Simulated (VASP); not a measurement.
# Cr (Im-3m) in VASP: a series of runs

Cr is run at these levels: PBE; tasks: single point.

Program: VASP 6.6.1. These are calculated values, not measurements. Logs are shortened: lines on timing, memory, paths and dates and some standing lists are left out, and cuts for length are marked.

### Step 1. The cell of the first run

Symmetry: Im-3m, No. 229, cubic system. The conventional cell has a = 2.661 Å, b = 2.661 Å, c = 2.661 Å, α = 90.00°, β = 90.00°, γ = 90.00°. Cr (site symmetry m-3m) has 14 Cr at 2.30 to 2.66 Å within 3.0 Å.

### Step 2. Single point, PBE, collinear spin, antiferromagnetic start (9.42 Å³/atom)

INCAR reads:

```
PREC = Accurate
ENCUT = 520
EDIFF = 1E-7
ISMEAR = -1
SIGMA = 0.05
LREAL = F
LASPH = T
NELM = 150
ALGO = Normal
ISIF = 2
LWAVE = F
LCHARG = T
ISPIN = 2
MAGMOM = -3 3
LORBIT = 11
LMAXMIX = 4
GGA = PE
LELF = T
LVHAR = T
NBANDS = 23
```

KPOINTS reads:

```
Automatic mesh
0
Gamma
  11 11 11
```

POSCAR reads:

```
Cr
1.0
    2.6609679324      0.0000000000      0.0000000000
    0.0000000000      2.6609679324      0.0000000000
    0.0000000000      0.0000000000      2.6609679324
Cr
2
Direct
    0.0000000000      0.0000000000      0.0000000000
    0.5000000000      0.5000000000      0.5000000000
```

Potentials or basis: VASP PAW PBE potentials, release 64 (Cr_pv).

The run is started by

```console
$ cat potpaw_PBE.64/Cr_pv/POTCAR > POTCAR
$ mpirun -np 1 vasp_std > vasp.out
```

OUTCAR:

```text
PREC = Accurate
   ENCUT = 520
   EDIFF = 1E-7
   ISMEAR = -1
   LREAL = F
   LASPH = T
   NELM = 150
   ISIF = 2
   ISPIN = 2
   LORBIT = 11
   GGA = PE

 ion  position               nearest neighbor table
   1  0.000  0.000  0.000-   2 2.30   2 2.30   2 2.30   2 2.30   2 2.30   2 2.30   2 2.30   2 2.30

   2  0.500  0.500  0.500-   1 2.30   1 2.30   1 2.30   1 2.30   1 2.30   1 2.30   1 2.30   1 2.30

  LATTYP: Found a simple cubic cell.
 ALAT       =     2.6609679324

  Lattice vectors:

 A1 = (   2.6609679324,   0.0000000000,   0.0000000000)
 A2 = (   0.0000000000,   2.6609679324,   0.0000000000)
 A3 = (   0.0000000000,   0.0000000000,   2.6609679324)

Analysis of symmetry for initial positions (statically):
=====================================================================
 Subroutine PRICEL returns following result:

  LATTYP: Found a body centered cubic cell.
 ALAT       =     2.6609679324

  Lattice vectors:

 A1 = (   1.3304839662,   1.3304839662,  -1.3304839662)
 A2 = (  -1.3304839662,   1.3304839662,   1.3304839662)
 A3 = (   1.3304839662,  -1.3304839662,   1.3304839662)

   2 primitive cells build up your supercell.

 Routine SETGRP: Setting up the symmetry group for a
 simple cubic supercell.

 Subroutine GETGRP returns: Found 48 space group operations
 (whereof 48 operations were pure point group operations)
 out of a pool of 48 trial point group operations.

The static configuration has the point symmetry O_h .

Analysis of symmetry for dynamics (positions and initial velocities):
=====================================================================
 Subroutine PRICEL returns following result:

  LATTYP: Found a body centered cubic cell.
 ALAT       =     2.6609679324

  Lattice vectors:

 A1 = (   1.3304839662,   1.3304839662,  -1.3304839662)
 A2 = (  -1.3304839662,   1.3304839662,   1.3304839662)
 A3 = (   1.3304839662,  -1.3304839662,   1.3304839662)

   2 primitive cells build up your supercell.

 Routine SETGRP: Setting up the symmetry group for a
 simple cubic supercell.

 Subroutine GETGRP returns: Found 48 space group operations
 (whereof 48 operations were pure point group operations)
 out of a pool of 48 trial point group operations.

The dynamic configuration has the point symmetry O_h .

Analysis of structural, dynamic, and magnetic symmetry:
=====================================================================
 Subroutine PRICEL returns following result:

  LATTYP: Found a body centered cubic cell.
 ALAT       =     2.6609679324

  Lattice vectors:

 A1 = (   1.3304839662,   1.3304839662,  -1.3304839662)
 A2 = (  -1.3304839662,   1.3304839662,   1.3304839662)
 A3 = (   1.3304839662,  -1.3304839662,   1.3304839662)

   2 primitive cells build up your supercell.

 Routine SETGRP: Setting up the symmetry group for a
 simple cubic supercell.

 Subroutine GETGRP returns: Found 48 space group operations
 (whereof 48 operations were pure point group operations)
 out of a pool of 48 trial point group operations.

The overall configuration has the point symmetry O_h .

 Subroutine INISYM returns: Found 48 space group operations
 (whereof 48 operations are pure point group operations),
 and found     2 'primitive' translations

----------------------------------------------------------------------------------------

                                     Primitive cell

  volume of cell :       9.4208

  direct lattice vectors                    reciprocal lattice vectors
     1.330483966  1.330483966 -1.330483966     0.375803101  0.375803101  0.000000000
    -1.330483966  1.330483966  1.330483966    -0.000000000  0.375803101  0.375803101
     1.330483966 -1.330483966  1.330483966     0.375803101  0.000000000  0.375803101

  length of vectors
     2.304465828  2.304465828  2.304465828     0.531465842  0.531465842  0.531465842

  position of ions in fractional coordinates (direct lattice)
     0.000000000  0.000000000  0.000000000

  ion indices of the primitive-cell ions
   primitive index   ion index
                 1           1

----------------------------------------------------------------------------------------

 KPOINTS: Automatic mesh

Automatic generation of k-mesh.
 Grid dimensions read from file:
 generate k-points for:   11   11   11

 Generating k-lattice:

  Cartesian coordinates                     Fractional coordinates (reciprocal lattice)
     0.034163918  0.000000000  0.000000000     0.090909091  0.000000000  0.000000000
     0.000000000  0.034163918  0.000000000     0.000000000  0.090909091  0.000000000
     0.000000000  0.000000000  0.034163918     0.000000000  0.000000000  0.090909091

  Length of vectors
     0.034163918  0.034163918  0.034163918

  Shift w.r.t. Gamma in fractional coordinates (k-lattice)
     0.000000000  0.000000000  0.000000000

 Subroutine IBZKPT returns following result:
 ===========================================

 Found     56 irreducible k-points:

 Following reciprocal coordinates:
            Coordinates               Weight
  0.000000  0.000000  0.000000      1.000000
  0.090909  0.000000  0.000000      6.000000
  0.181818  0.000000  0.000000      6.000000
  0.272727  0.000000  0.000000      6.000000
  0.363636  0.000000  0.000000      6.000000
  0.454545  0.000000  0.000000      6.000000
[... 16 lines left out ...]
  0.181818  0.090909  0.090909     24.000000
  0.272727  0.090909  0.090909     24.000000
 [... further k-points ...]
   k-points           NKPTS =     56   k-points in BZ     NKDIM =     56   number of bands    NBANDS=     23
   number of dos      NEDOS =    301   number of ions     NIONS =      2
   total plane-waves  NPLWV =   8000
   dimension x,y,z NGX =    20 NGY =   20 NGZ =   20
   dimension x,y,z NGXF=    40 NGYF=   40 NGZF=   40
   ions per type =               2
   NGX,Y,Z   is equivalent  to a cutoff of  12.50, 12.50, 12.50 a.u.
   NGXF,Y,Z  is equivalent  to a cutoff of  24.99, 24.99, 24.99 a.u.
 SYSTEM =  unknown system
   PREC   = accura    normal or accurate (medium, high low for compatibility)
   ISTART =      0    job   : 0-new  1-cont  2-samecut
   ICHARG =      2    charge: 1-file 2-atom 10-const
   ISPIN  =      2    spin polarized calculation?
   LNONCOLLINEAR =      F non collinear calculations
   LSORBIT =      F    spin-orbit coupling
   LASPH  =      T    aspherical Exc in radial PAW
   ENCUT  =  520.0 eV  38.22 Ry    6.18 a.u.   4.95  4.95  4.95*2*pi/ulx,y,z
   NELM   =    150;   NELMIN=  2; NELMDL= -5     # of ELM steps
   EDIFF  = 0.1E-06   stopping-criterion for ELM
   LREAL  =      F    real-space projection
   EDIFFG = 0.1E-05   stopping-criterion for IOM
   NSW    =      0    number of steps for IOM
   IBRION =     -1    ionic relax: 0-MD 1-quasi-New 2-CG
   NFREE  =      0    steps in history (QN), initial steepest desc. (CG)
   ISIF   =      2    stress and relaxation
   ISYM   =      2    0-nonsym 1-usesym 2-fastsym
   POTIM  = 0.5000    time-step for ionic-motion
   TEBEG  =    0.0;   TEEND  =   0.0 temperature during run
   PSTRESS=    0.0 pullay stress
   NELECT =      24.0000    total number of electrons
   NUPDOWN=      -1.0000    fix difference up-down
   EMIN   =  10.00;   EMAX   =-10.00  energy-range for DOS
   EFERMI =   0.00;   METHOD = LEGACY
   ISMEAR =    -1;   SIGMA  =   0.05  broadening in eV -4-tet -1-fermi 0-gaus
   EFERMI_NEDOS =   21; number of points for ismear=-14 and -15
   IALGO  =     38    algorithm
   IMIX   =      4    mixing-type and parameters
     AMIX     =   0.40;   BMIX     =  1.00
     AMIX_MAG =   1.60;   BMIX_MAG =  1.00
  volume/ion in A,a.u.               =       9.42        63.57
  Fermi-wavevector in a.u.,A,eV,Ry     =   1.774621  3.353547 42.848549  3.149280
  Thomas-Fermi vector in A             =   2.840578
   LORBIT       =     11    0 simple, 1 ext, 2 COOP (PROOUT), +10 PAW based schemes
   GGA     = PE    functional components
   LHFCALC =     F    Hartree Fock is set to
   AEXX    =    0.0000 exact exchange contribution
   IVDW    =     0    specifies the selected vdW correction
   LEPSILON=     F    determine dielectric tensor
   LRPA    =     F    only Hartree local field effects (RPA)
 spin polarized calculation
  energy-cutoff  :      520.00
  volume of cell :       18.84
 maximum number of plane-waves:       517
 NGX is ok and might be reduce to    20
   NGX =  9   NGY =  9   NGZ =  9

 number of electron      24.0000025 magnetization       0.0000000

 number of electron      24.0000025 magnetization      -0.0000000

 Free energy of the ion-electron system (eV)
  ---------------------------------------------------
  ext. energy  EPLUGINS =         0.00000000
  ---------------------------------------------------
  free energy    TOTEN  =       -18.14974515 eV

  energy without entropy =      -18.14004832  energy(sigma->0) =      -18.14489673

 E-fermi :  14.1446     XC(G=0): -14.9009

 val. band max:       14.1220875788   @ k =   0.1818   0.1818   0.0909
 cond. band min:      14.1745144865   @ k =   0.1818   0.1818   0.0000
 fundamental gap:      0.0524269077
 Fermi energy:        14.1446423404

 spin component 1

 k-point     1 :       0.0000    0.0000    0.0000
  band No.  band energies     occupation
      1     -29.3707      1.00000
      2     -29.3707      1.00000
      3     -29.3707      1.00000
      4     -28.2317      1.00000
      5     -28.2317      1.00000
      6     -28.2317      1.00000
[... 15 lines left out ...]
     22      26.8677      0.00000
     23      34.6414      0.00000

 k-point     2 :       0.0909    0.0000    0.0000
  band No.  band energies     occupation
      1     -29.3756      1.00000
      2     -29.3464      1.00000
      3     -29.3464      1.00000
      4     -28.2847      1.00000
      5     -28.2533      1.00000
      6     -28.2533      1.00000
[... 15 lines left out ...]
     22      27.3841      0.00000
     23      34.6324      0.00000
[... 544 lines left out ...]
     22      28.3283      0.00000
     23      35.5842      0.00000

 k-point    24 :       0.2727    0.0909    0.0909
  band No.  band energies     occupation
      1     -29.4939      1.00000
      2     -29.2046      1.00000
      3     -28.9612      1.00000
      4     -28.8547      1.00000
      5     -28.4277      1.00000
      6     -28.3247      1.00000
[... 15 lines left out ...]
     22      29.7744      0.00000
     23      35.4149      0.00000

 [... further k-points ...]

 spin component 2

 k-point     1 :       0.0000    0.0000    0.0000
  band No.  band energies     occupation
      1     -29.3707      1.00000
      2     -29.3707      1.00000
      3     -29.3707      1.00000
      4     -28.2317      1.00000
      5     -28.2317      1.00000
      6     -28.2317      1.00000
[... 15 lines left out ...]
     22      26.8677      0.00000
     23      34.6414      0.00000

 k-point     2 :       0.0909    0.0000    0.0000
  band No.  band energies     occupation
      1     -29.3756      1.00000
      2     -29.3464      1.00000
      3     -29.3464      1.00000
      4     -28.2847      1.00000
      5     -28.2533      1.00000
      6     -28.2533      1.00000
[... 15 lines left out ...]
     22      27.3841      0.00000
     23      34.6324      0.00000
[... 544 lines left out ...]
     22      28.3283      0.00000
     23      35.5842      0.00000

 k-point    24 :       0.2727    0.0909    0.0909
  band No.  band energies     occupation
      1     -29.4939      1.00000
      2     -29.2046      1.00000
      3     -28.9612      1.00000
      4     -28.8547      1.00000
      5     -28.4277      1.00000
      6     -28.3247      1.00000
[... 15 lines left out ...]
     22      29.7744      0.00000
     23      35.4149      0.00000

 [... further k-points ...]

------------------------ aborting loop because EDIFF is reached ----------------------------------------

  FORCE on cell =-STRESS in cart. coord.  units (eV):
  Direction    XX          YY          ZZ          XY          YZ          ZX
  --------------------------------------------------------------------------------------
  -------------------------------------------------------------------------------------
  Total        9.4618746      9.4618746      9.4618746     -0.0000000     -0.0000000     -0.0000000
  in kB      804.5792837    804.5792837    804.5792837     -0.0000000     -0.0000000     -0.0000000
  external PRESSURE =     804.5792837 kB  Pullay stress =       0.0000000 kB

 VOLUME and BASIS-vectors are now :
 -----------------------------------------------------------------------------
  energy-cutoff  :      520.00
  volume of cell :       18.84
      direct lattice vectors                 reciprocal lattice vectors
     2.660967932  0.000000000  0.000000000     0.375803101  0.000000000  0.000000000
     0.000000000  2.660967932  0.000000000     0.000000000  0.375803101  0.000000000
     0.000000000  0.000000000  2.660967932     0.000000000  0.000000000  0.375803101

 POSITION                                       TOTAL-FORCE (eV/Angst)
 -----------------------------------------------------------------------------------
      0.00000      0.00000      0.00000        -0.000000     -0.000000     -0.000000
      1.33048      1.33048      1.33048         0.000000      0.000000      0.000000
 -----------------------------------------------------------------------------------
    total drift:                               -0.000000      0.000000     -0.000000

  FREE ENERGIE OF THE ION-ELECTRON SYSTEM (eV)
  ---------------------------------------------------
  free  energy   TOTEN  =       -18.1497451494 eV

  energy  without entropy=      -18.1400483152  energy(sigma->0) =      -18.14489673

 total charge

# of ion       s       p       d       tot
------------------------------------------
    1        0.524   6.554   4.518  11.596
    2        0.524   6.554   4.518  11.596
--------------------------------------------------
tot          1.048  13.107   9.036  23.191

 magnetization (x)

# of ion       s       p       d       tot
------------------------------------------
    1       -0.000  -0.000  -0.000  -0.000
    2        0.000   0.000   0.000   0.000
--------------------------------------------------
tot          0.000   0.000   0.000   0.000
```

Wall time 60 s (1 thread of Intel Xeon Platinum 8259CL at 2.50GHz (Skylake/Cascade Lake), shared host); peak memory 0.15 GiB.

What came out:

- Free energy: -18.1497 eV
- Pressure: 80.5 GPa
- Band gap on the k mesh: zero (filled and empty bands overlap)
- Net moment: 0.00 μB per cell
- Valence electrons inside the program's atomic spheres: Cr 11.60

Levels at points of the mesh, in eV from the Fermi level:
Spin up:
| k point | band 8 | band 9 | band 10 | band 11 | band 12 | band 13 | band 14 | band 15 | band 16 | band 17 |
| --- | --- | --- | --- | --- | --- | --- | --- | --- | --- | --- |
| (0.00, 0.00, 0.00) | -5.75 | -5.75 | -1.21 | -1.21 | -1.21 | 1.46 | 1.46 | 3.26 | 3.26 | 3.26 |
Spin down:
| k point | band 9 | band 10 | band 11 | band 12 | band 13 | band 14 | band 15 | band 16 |
| --- | --- | --- | --- | --- | --- | --- | --- | --- |
| (0.00, 0.00, 0.00) | -5.75 | -1.21 | -1.21 | -1.21 | 1.46 | 1.46 | 3.26 | 3.26 |

Caveat: the cell stands under pressure; an empty level that is flat over the whole mesh can mark a ghost state of the potentials, or a narrow d or f band.

(Continued in part 2 of 2.)
